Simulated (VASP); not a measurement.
Input of a VASP 6.6.1 run:

File INCAR:

```
PREC = Accurate
ENCUT = 520
EDIFF = 1E-6
ISMEAR = -1
SIGMA = 0.05
LREAL = False
LASPH = True
NELM = 60
ALGO = Normal
ISIF = 2
LWAVE = False
LCHARG = False
GGA = CA
NBANDS = 14
```

The input KPOINTS:

```
regular mesh
0
Gamma
  10 10 10
```

Contents of POSCAR:

```
HfC
1.0
    0.0000000000      2.2864470234      2.2864470234
    2.2864470234      0.0000000000      2.2864470234
    2.2864470234      2.2864470234      0.0000000000
Hf C
1 1
Direct
    0.5000000000      0.5000000000      0.5000000000
    0.0000000000      0.0000000000      0.0000000000
```

Potentials or basis: VASP PAW LDA potentials, release 64 (Hf_pv, C).

The run is started by

```sh
$ cat potpaw_LDA.64/Hf_pv/POTCAR potpaw_LDA.64/C/POTCAR > POTCAR
$ mpirun -np 1 vasp_std > vasp.out
```

**Question.** What does it give for the band gap on the k mesh?

**Answer.** Zero (band 7 reaches 7.30 eV, above the bottom of band 8 at 5.88 eV).

**Question.** Estimate the pressure.

**Answer.** 0.6 GPa.

Caveat: spin-orbit coupling is left out, which moves the levels of the heavy elements.
